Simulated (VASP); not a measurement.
# BaF2 (Fm-3m) in VASP: further runs

BaF2 is run at these levels: PBE, PBEsol; tasks: relaxation of cell and atoms.

Program: VASP 6.6.1. These are calculated values, not measurements. Logs are shortened: lines on timing, memory, paths and dates and some standing lists are left out, and cuts for length are marked.

## (1) The cell of the first run

The structure is cubic, space group Fm-3m (No. 225). Conventional cell: a = 6.245 Å, b = 6.245 Å, c = 6.245 Å, α = 90.00°, β = 90.00°, γ = 90.00°. Ba (site symmetry m-3m) has 8 F at 2.70 Å within 3.6 Å. F (site symmetry -43m) has 4 Ba at 2.70 Å and 6 F at 3.12 Å within 3.6 Å.

## (2) Relaxation of cell and atoms, PBE

Input file INCAR:

```
ALGO = Normal
EDIFF = 1E-7
EDIFFG = -0.005
ENCUT = 600
GGA = PE
GGA_COMPAT = False
IBRION = 2
ISIF = 3
ISMEAR = -1
LASPH = True
LCHARG = False
LREAL = False
LWAVE = False
NELM = 120
NELMIN = 4
NSW = 80
PREC = Accurate
SIGMA = 0.02
```

Input file KPOINTS:

```
k-points
0
Gamma
  6 6 6
```

Input file POSCAR:

```
BaF2
1.0
    0.0000000000      3.1224950771      3.1224950771
    3.1224950771      0.0000000000      3.1224950771
    3.1224950771      3.1224950771      0.0000000000
Ba F
1 2
Direct
    0.0000000000      0.0000000000      0.0000000000
    0.2500000000      0.2500000000      0.2500000000
    0.7500000000      0.7500000000      0.7500000000
```

Potentials or basis: VASP PAW PBE potentials, release 64 (Ba_sv, F).

Run with:

```bash
> cat potpaw_PBE.64/Ba_sv/POTCAR potpaw_PBE.64/F/POTCAR > POTCAR
> mpirun -np 1 vasp_std > vasp.out
```

OUTCAR:

```text
EDIFF = 1E-7
   EDIFFG = -0.005
   ENCUT = 600
   GGA = PE
   IBRION = 2
   ISIF = 3
   ISMEAR = -1
   LASPH = True
   LREAL = False
   NELM = 120
   NELMIN = 4
   NSW = 80
   PREC = Accurate

 ion  position               nearest neighbor table
   1  0.000  0.000  0.000-   3 2.70   3 2.70   3 2.70   2 2.70   3 2.70   2 2.70   2 2.70   2 2.70

   2  0.250  0.250  0.250-   1 2.70   1 2.70   1 2.70   1 2.70
   3  0.750  0.750  0.750-   1 2.70   1 2.70   1 2.70   1 2.70

  LATTYP: Found a face centered cubic cell.
 ALAT       =     6.2449901542

  Lattice vectors:

 A1 = (   0.0000000000,   3.1224950771,   3.1224950771)
 A2 = (   3.1224950771,   0.0000000000,   3.1224950771)
 A3 = (   3.1224950771,   3.1224950771,   0.0000000000)

Analysis of symmetry for initial positions (statically):
=====================================================================
 Subroutine PRICEL returns:
 Original cell was already a primitive cell.

 Routine SETGRP: Setting up the symmetry group for a
 face centered cubic supercell.

 Subroutine GETGRP returns: Found 48 space group operations
 (whereof 48 operations were pure point group operations)
 out of a pool of 48 trial point group operations.

The static configuration has the point symmetry O_h .

Analysis of symmetry for dynamics (positions and initial velocities):
=====================================================================
 Subroutine PRICEL returns:
 Original cell was already a primitive cell.

 Routine SETGRP: Setting up the symmetry group for a
 face centered cubic supercell.

 Subroutine GETGRP returns: Found 48 space group operations
 (whereof 48 operations were pure point group operations)
 out of a pool of 48 trial point group operations.

The dynamic configuration has the point symmetry O_h .

 Subroutine INISYM returns: Found 48 space group operations
 (whereof 48 operations are pure point group operations),
 and found     1 'primitive' translations

----------------------------------------------------------------------------------------

                                     Primitive cell

  volume of cell :      60.8885

  direct lattice vectors                    reciprocal lattice vectors
     0.000000000  3.122495077  3.122495077    -0.160128355  0.160128355  0.160128355
     3.122495077  0.000000000  3.122495077     0.160128355 -0.160128355  0.160128355
     3.122495077  3.122495077  0.000000000     0.160128355  0.160128355 -0.160128355

  length of vectors
     4.415874886  4.415874886  4.415874886     0.277350446  0.277350446  0.277350446

  position of ions in fractional coordinates (direct lattice)
     0.000000000  0.000000000  0.000000000
     0.250000000  0.250000000  0.250000000
     0.750000000  0.750000000  0.750000000

  ion indices of the primitive-cell ions
   primitive index   ion index
                 1           1
                 2           2
                 3           3

----------------------------------------------------------------------------------------

 KPOINTS: k-points

Automatic generation of k-mesh.
 Grid dimensions read from file:
 generate k-points for:    6    6    6

 Generating k-lattice:

  Cartesian coordinates                     Fractional coordinates (reciprocal lattice)
    -0.026688059  0.026688059  0.026688059     0.166666667  0.000000000  0.000000000
     0.026688059 -0.026688059  0.026688059     0.000000000  0.166666667  0.000000000
     0.026688059  0.026688059 -0.026688059     0.000000000  0.000000000  0.166666667

  Length of vectors
     0.046225074  0.046225074  0.046225074
[... 46 lines left out ...]
   LREAL  =      F    real-space projection
   EDIFFG = -.5E-02   stopping-criterion for IOM
   NSW    =     80    number of steps for IOM
   IBRION =      2    ionic relax: 0-MD 1-quasi-New 2-CG
   NFREE  =      1    steps in history (QN), initial steepest desc. (CG)
   ISIF   =      3    stress and relaxation
   ISYM   =      2    0-nonsym 1-usesym 2-fastsym
   POTIM  = 0.5000    time-step for ionic-motion
   TEBEG  =    0.0;   TEEND  =   0.0 temperature during run
   PSTRESS=    0.0 pullay stress
   NELECT =      24.0000    total number of electrons
   NUPDOWN=      -1.0000    fix difference up-down
   EMIN   =  10.00;   EMAX   =-10.00  energy-range for DOS
   EFERMI =   0.00;   METHOD = LEGACY
   ISMEAR =    -1;   SIGMA  =   0.02  broadening in eV -4-tet -1-fermi 0-gaus
   EFERMI_NEDOS =   21; number of points for ismear=-14 and -15
   IALGO  =     38    algorithm
   IMIX   =      4    mixing-type and parameters
     AMIX     =   0.40;   BMIX     =  1.00
     AMIX_MAG =   1.60;   BMIX_MAG =  1.00
  volume/ion in A,a.u.               =      20.30       136.97
  Fermi-wavevector in a.u.,A,eV,Ry     =   1.200329  2.268292 19.603121  1.440789
  Thomas-Fermi vector in A             =   2.336167
   LORBIT       =      0    0 simple, 1 ext, 2 COOP (PROOUT), +10 PAW based schemes
   GGA     = PE    functional components
   LHFCALC =     F    Hartree Fock is set to
   AEXX    =    0.0000 exact exchange contribution
   IVDW    =     0    specifies the selected vdW correction
   LEPSILON=     F    determine dielectric tensor
   LRPA    =     F    only Hartree local field effects (RPA)
 conjugate gradient relaxation of ions
 non-spin polarized calculation
  energy-cutoff  :      600.00
  volume of cell :       60.89
 maximum number of plane-waves:      2085
   NGX = 17   NGY = 17   NGZ = 17

--------------------------------------- Ionic step        1  -------------------------------------------

 number of electron      24.0000013 magnetization

 Free energy of the ion-electron system (eV)
  ---------------------------------------------------
  ext. energy  EPLUGINS =         0.00000000
  ---------------------------------------------------
  free energy    TOTEN  =       -17.12799561 eV

  energy without entropy =      -17.12799561  energy(sigma->0) =      -17.12799561

------------------------ aborting loop because EDIFF is reached ----------------------------------------

  FORCE on cell =-STRESS in cart. coord.  units (eV):
  Direction    XX          YY          ZZ          XY          YZ          ZX
  --------------------------------------------------------------------------------------
  -------------------------------------------------------------------------------------
  Total        0.3582402      0.3582402      0.3582402      0.0000000      0.0000000      0.0000000
  in kB        9.4264821      9.4264821      9.4264821      0.0000000      0.0000000      0.0000000
  external PRESSURE =       9.4264821 kB  Pullay stress =       0.0000000 kB

 VOLUME and BASIS-vectors are now :
 -----------------------------------------------------------------------------
  energy-cutoff  :      600.00
  volume of cell :       60.89
      direct lattice vectors                 reciprocal lattice vectors
     0.000000000  3.122495077  3.122495077    -0.160128355  0.160128355  0.160128355
     3.122495077  0.000000000  3.122495077     0.160128355 -0.160128355  0.160128355
     3.122495077  3.122495077  0.000000000     0.160128355  0.160128355 -0.160128355

 POSITION                                       TOTAL-FORCE (eV/Angst)
 -----------------------------------------------------------------------------------
      0.00000      0.00000      0.00000         0.000000     -0.000000      0.000000
      1.56125      1.56125      1.56125         0.000000      0.000000      0.000000
      4.68374      4.68374      4.68374        -0.000000     -0.000000     -0.000000
 -----------------------------------------------------------------------------------
    total drift:                                0.000000      0.000000      0.000000

  FREE ENERGIE OF THE ION-ELECTRON SYSTEM (eV)
  ---------------------------------------------------
  free  energy   TOTEN  =       -17.1279956078 eV

  energy  without entropy=      -17.1279956078  energy(sigma->0) =      -17.12799561

--------------------------------------- Ionic step        2  -------------------------------------------

 number of electron      24.0000018 magnetization

 Free energy of the ion-electron system (eV)
  ---------------------------------------------------
  ext. energy  EPLUGINS =         0.00000000
  ---------------------------------------------------
  free energy    TOTEN  =       -17.13102529 eV

  energy without entropy =      -17.13102529  energy(sigma->0) =      -17.13102529

 E-fermi :  -1.7484     XC(G=0):  -8.5240

 val. band max:       -2.2322691830   @ k =  -0.1667   0.1667   0.0000
 cond. band min:       4.3695258565   @ k =   0.0000   0.0000   0.0000
 fundamental gap:      6.6017950394
 Fermi energy:        -1.7483774894

 k-point     1 :       0.0000    0.0000    0.0000
  band No.  band energies     occupation
      1     -25.4331      2.00000
      2     -21.0996      2.00000
      3     -21.0962      2.00000
      4     -10.3202      2.00000
      5     -10.3202      2.00000
      6     -10.3202      2.00000
[... 281 lines left out ...]
      3     -21.2540      2.00000
      4     -10.6624      2.00000
      5     -10.5361      2.00000
      6     -10.3052      2.00000
[... 8 lines left out ...]
     15       7.5842      0.00000
     16       8.0441      0.00000

------------------------ aborting loop because EDIFF is reached ----------------------------------------

  FORCE on cell =-STRESS in cart. coord.  units (eV):
  Direction    XX          YY          ZZ          XY          YZ          ZX
  --------------------------------------------------------------------------------------
  -------------------------------------------------------------------------------------
  Total       -0.0043328     -0.0043328     -0.0043328      0.0000000      0.0000000     -0.0000000
  in kB       -0.1120619     -0.1120619     -0.1120619      0.0000000      0.0000000     -0.0000000
  external PRESSURE =      -0.1120619 kB  Pullay stress =       0.0000000 kB

 VOLUME and BASIS-vectors are now :
 -----------------------------------------------------------------------------
  energy-cutoff  :      600.00
  volume of cell :       61.95
      direct lattice vectors                 reciprocal lattice vectors
     0.000000000  3.140483208  3.140483208    -0.159211168  0.159211168  0.159211168
     3.140483208  0.000000000  3.140483208     0.159211168 -0.159211168  0.159211168
     3.140483208  3.140483208 -0.000000000     0.159211168  0.159211168 -0.159211168

 POSITION                                       TOTAL-FORCE (eV/Angst)
 -----------------------------------------------------------------------------------
      3.14048      6.28097      3.14048        -0.000000     -0.000000     -0.000000
      1.57024      1.57024      1.57024        -0.000000     -0.000000      0.000000
      4.71072      4.71072      4.71072         0.000000      0.000000      0.000000
 -----------------------------------------------------------------------------------
    total drift:                                0.000000      0.000000      0.000000

  FREE ENERGIE OF THE ION-ELECTRON SYSTEM (eV)
  ---------------------------------------------------
  free  energy   TOTEN  =       -17.1310252917 eV

  energy  without entropy=      -17.1310252917  energy(sigma->0) =      -17.13102529

 reached required accuracy - stopping structural energy minimisation
```

It took 35 s on 1 thread of Intel Xeon Platinum 8259CL at 2.50GHz (Skylake/Cascade Lake), shared host; peak memory 0.21 GiB.

What came out:

```
Free energy                           : -17.1310 eV
Relaxed volume                        : 20.65 Å³/atom
Relaxed cell                          : a = 4.441 Å, b = 4.441 Å, c = 4.441 Å, α = 60.00°, β = 60.00°, γ = 60.00°
Space group after relaxing (to 0.1 Å) : Fm-3m (No. 225)
Energy gained by relaxing             : 1.0 meV/atom
Ionic steps                           : 2
Pressure after relaxing               : 0.0 GPa
Band gap on the k mesh                : 6.60 eV (least direct gap 6.65 eV)
```

The path:
| step | energy change (eV) | largest force (eV/Å) | pressure (GPa) | volume (Å³) |
| --- | --- | --- | --- | --- |
| 1 | 0.0000 | 0.0000 | 0.94 | 60.89 |
| 2 | -0.0030 | 0.0000 | -0.01 | 61.95 |

Final structure:
```
Ba F
1.0
     0.00000    3.14048    3.14048
     3.14048    0.00000    3.14048
     3.14048    3.14048    0.00000
Ba F
1 2
Direct
  0.00000 0.00000 0.00000
  0.25000 0.25000 0.25000
  0.75000 0.75000 0.75000
```

Caveat: spin-orbit coupling is left out, which moves the levels of the heavy elements.

## (3) Relaxation of cell and atoms, PBEsol

Input file INCAR:

```
PREC = Accurate
ENCUT = 600
EDIFF = 1E-7
ISMEAR = -1
SIGMA = 0.02
LREAL = F
LASPH = T
NELM = 120
ALGO = Normal
ISIF = 3
LWAVE = F
LCHARG = F
GGA = PS
IBRION = 2
NSW = 80
EDIFFG = -0.005
GGA_COMPAT = F
NELMIN = 4
```

Input file KPOINTS:

```
Automatic mesh
0
Gamma
  6 6 6
```

POSCAR is that of step 2.

Potentials or basis: VASP PAW PBE potentials, release 64 (Ba_sv, F).

Run with:

```bash
> cat potpaw_PBE.64/Ba_sv/POTCAR potpaw_PBE.64/F/POTCAR > POTCAR
> mpirun -np 1 vasp_std > vasp.out
```

Wall time 51 s (1 thread of Intel Xeon Platinum 8259CL at 2.50GHz (Skylake/Cascade Lake), shared host); peak memory 0.21 GiB.

Results (log left out):

```yaml
Free_energy: -17.6486 eV
Relaxed_volume: 19.63 Å³/atom
Relaxed_cell: a = 4.367 Å, b = 4.367 Å, c = 4.367 Å, α = 60.00°, β = 60.00°, γ = 60.00°
Space_group_after_relaxing_to_0.1_Å: Fm-3m (No. 225)
Energy_gained_by_relaxing: 4.1 meV/atom
Ionic_steps: 3
Pressure_after_relaxing: 0.0 GPa
Band_gap_on_the_k_mesh: 6.69 eV (least direct gap 6.76 eV)
```

The path:
```csv
step,energy change (eV),largest force (eV/Å),pressure (GPa),volume (Å³)
1,0.0000,0.0000,-1.90,60.89
2,-0.0122,0.0000,0.09,58.80
3,-0.0122,0.0000,0.00,58.88
```

Final structure:
```
CELL_PARAMETERS angstrom
0.00000 3.08775 3.08775
3.08775 0.00000 3.08775
3.08775 3.08775 0.00000
ATOMIC_POSITIONS crystal
Ba 0.00000 0.00000 0.00000
F 0.25000 0.25000 0.25000
F 0.75000 0.75000 0.75000
```

Levels at points of the mesh, in eV from the valence-band top:
```csv
k point,band 9,band 10,band 11,band 12,band 13,band 14,band 15,band 16
"(0.00, 0.00, 0.00)",-1.55,-0.07,-0.07,-0.07,6.69,9.17,9.17,11.44
"(0.50, 0.00, 0.00)",-0.68,-0.34,-0.16,-0.16,9.09,9.18,9.18,9.75
"(0.50, 0.50, 0.00)",-0.37,-0.31,-0.31,-0.13,7.21,8.97,10.72,12.01
```

Caveat: the PAW data sets were made with another functional, which shifts forces and pressure a little; spin-orbit coupling is left out, which moves the levels of the heavy elements. A k mesh can miss the band edges.
